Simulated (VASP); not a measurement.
A run of VASP 6.6.1:

File INCAR:

```
  PREC = Accurate
  ENCUT = 520
  EDIFF = 1E-7
  ISMEAR = -1
  SIGMA = 0.05
  LREAL = F
  LASPH = T
  NELM = 60
  ALGO = Normal
  ISIF = 2
  LWAVE = F
  LCHARG = T
  GGA = RP
  IVDW = 12
  LELF = T
  LVHAR = T
  NBANDS = 12
```

The input KPOINTS:

```
regular mesh
0
Gamma
  9 9 9
```

The input POSCAR:

```
La
1.0
   -2.1238310710      2.1238310710      2.1238310710
    2.1238310710     -2.1238310710      2.1238310710
    2.1238310710      2.1238310710     -2.1238310710
La
1
Direct
    0.0000000000      0.0000000000      0.0000000000
```

Potentials or basis: VASP PAW PBE potentials, release 64 (La).

Run with:

```sh
$ cat potpaw_PBE.64/La/POTCAR > POTCAR
$ mpirun -np 1 vasp_std > vasp.out
```

Hardware: 1 thread of Intel(R) Xeon(R) Platinum 8488C (Sapphire Rapids), with other jobs on the host.

**Question.** Estimate the wall time of this run.

**Answer.** Run time: 18 s on 1 thread of Intel(R) Xeon(R) Platinum 8488C (Sapphire Rapids), with other jobs on the host, peak memory 0.18 GiB. Counts: scf iterations 15, k points 35.
